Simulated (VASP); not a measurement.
Wanted: the native input for a VASP 6.6.1 run.

- Task: single point
- Functional: PBEsol
- Potentials or basis: VASP PAW PBE potentials, release 64 (Mg, Au)
- Cutoff: 520 eV
- k mesh: 9 × 9 × 9
- Occupations: fermi-dirac, width 0.1 eV
- Spin: no spin polarisation
- Dipole correction: no
- Further INCAR settings: ALGO = Normal; EDIFF = 1e-06; NBANDS = 14

The structure of MgAu lies in POSCAR:

```
MgAu
1.0
    3.2149540601      0.0000000000      0.0000000000
    0.0000000000      3.2149540601      0.0000000000
    0.0000000000      0.0000000000      3.2149540601
Mg Au
1 1
Direct
    0.5000000000      0.5000000000      0.5000000000
    0.0000000000      0.0000000000      0.0000000000
```

The input as run:

INCAR

```
SYSTEM = MgAu
  ALGO = Normal
  EDIFF = 1E-6
  ENCUT = 520
  GGA = PS
  ISIF = 2
  ISMEAR = -1
  LASPH = .True.
  LCHARG = .True.
  LELF = .True.
  LREAL = .False.
  LVHAR = .True.
  LWAVE = .False.
  NBANDS = 14
  NELM = 80
  PREC = Accurate
  SIGMA = 0.1
```

KPOINTS

```
k-points
0
Gamma
  9 9 9
  0 0 0
```

Potentials or basis: VASP PAW PBE potentials, release 64 (Mg, Au).

Command:

```console
$ cat potpaw_PBE.64/Mg/POTCAR potpaw_PBE.64/Au/POTCAR > POTCAR
$ mpirun -np 1 vasp_std > vasp.out
```

Results of the run:

```yaml
Pressure: 3.8 GPa
```

Caveat: the PAW data sets were made with another functional, which shifts forces and pressure a little.

It took 8.6 s on 1 thread of Intel Xeon 8259CL, with other jobs on the host, peak memory 0.15 GiB.
